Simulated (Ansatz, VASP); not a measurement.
Two plane-wave programs on Os

```xyz
2
Lattice="2.7394 0.0000 0.0000 -1.3697 2.3724 0.0000 0.0000 0.0000 4.3138" Properties=species:S:1:pos:R:3 pbc="T T T"
Os    0.0000    1.5816    1.0785
Os    1.3697    0.7908    3.2354
```

Alike in both runs: task single point; functional r2SCAN; k mesh 11 × 11 × 6; occupations fermi-dirac, width 0.1 eV; no spin polarisation.

```csv
,VASP,Ansatz
version,VASP 6.6.1,Ansatz 0.2.0
potentials or method,"VASP PAW PBE potentials, release 64 (Os), cutoff 520 eV","plane waves (500 eV) with PAW, scalar-relativistic"
valence electrons in the cell,16,32
```

|  | VASP | Ansatz | Ansatz less VASP |
| --- | --- | --- | --- |
| pressure (GPa) | 1.2 | 0.2 | -1.03 |
| traceless stress, the component that is largest in VASP (GPa) | 0.97 | 0.96 | -0.013 |

VASP's potentials were made for PBE, not for r2SCAN. VASP's potentials hold 16 valence electrons a cell and Ansatz's 32, so a difference there can come from the potentials and not from the codes.

Spin-orbit coupling is off throughout.
